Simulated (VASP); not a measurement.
Write the native input for VASP 6.6.1 that does the following.

```yaml
Task: relaxation of cell and atoms
Functional: PBE
Potentials_or_basis: VASP PAW PBE potentials, release 64 (Cd, H)
Cutoff: 600 eV
k_mesh: 4 × 4 × 6
Occupations: gaussian, width 0.1 eV
Spin: no spin polarisation
Dipole_correction: no
Further_INCAR_settings: ALGO = Normal; EDIFF = 1e-06; IBRION = 2; EDIFFG = -0.04; NSW = 90; ISIF = 3
```

The structure of CdH6 lies in POSCAR:

```
CdH6
1.0
    4.5321884600      0.0000000000      0.0000000000
    0.0000000000      4.5321884600      0.0000000000
    0.0000000000      0.0000000000      3.5596926900
Cd H
1 6
Direct
    0.0000000000      0.0000000000      0.9633807600
    0.2258818100      0.2258818100      0.4512058400
    0.7741181900      0.7741181900      0.4512058400
    0.7741181900      0.2258818100      0.4512058400
    0.2258818100      0.7741181900      0.4512058400
    0.5000000000      0.0000000000      0.0084999200
    0.0000000000      0.5000000000      0.0084999200
```

These files were run (other wordings do the same):

INCAR

```
ALGO = Normal ; EDIFF = 1E-6
EDIFFG = -0.04 ; ENCUT = 600
GGA = PE ; IBRION = 2
ISIF = 3 ; ISMEAR = 0
LASPH = True ; LCHARG = False
LREAL = False ; LWAVE = False
NELM = 60 ; NSW = 90
PREC = Accurate ; SIGMA = 0.1
```

KPOINTS

```
k-points
0
Gamma
  4 4 6
```

Potentials or basis: VASP PAW PBE potentials, release 64 (Cd, H).

Run with:

```sh
$ cat potpaw_PBE.64/Cd/POTCAR potpaw_PBE.64/H/POTCAR > POTCAR
$ mpirun -np 1 vasp_std > vasp.out
```

It gave:

```yaml
Relaxed_volume: 7.18 Å³/atom
Relaxed_cell: a = 3.382 Å, b = 3.382 Å, c = 4.396 Å, α = 90.00°, β = 90.00°, γ = 90.00°
Space_group_after_relaxing_to_0.05_Å: P4mm (No. 99)
Energy_gained_by_relaxing: 457.7 meV/atom
Ionic_steps: 30
Pressure_after_relaxing: 0.0 GPa
Largest_force_after_relaxing: 0.025 eV/Å
Band_gap_on_the_k_mesh: zero (band 9 reaches 1.47 eV, above the bottom of band 10 at -1.18 eV)
```

Caveat: the volume moved by over 15 % at a fixed basis, so the end points are rough.

Run time: 3.7 min on 1 thread of Intel(R) Xeon(R) 6975P-C (Granite Rapids), on a shared host, peak memory 0.2 GiB.
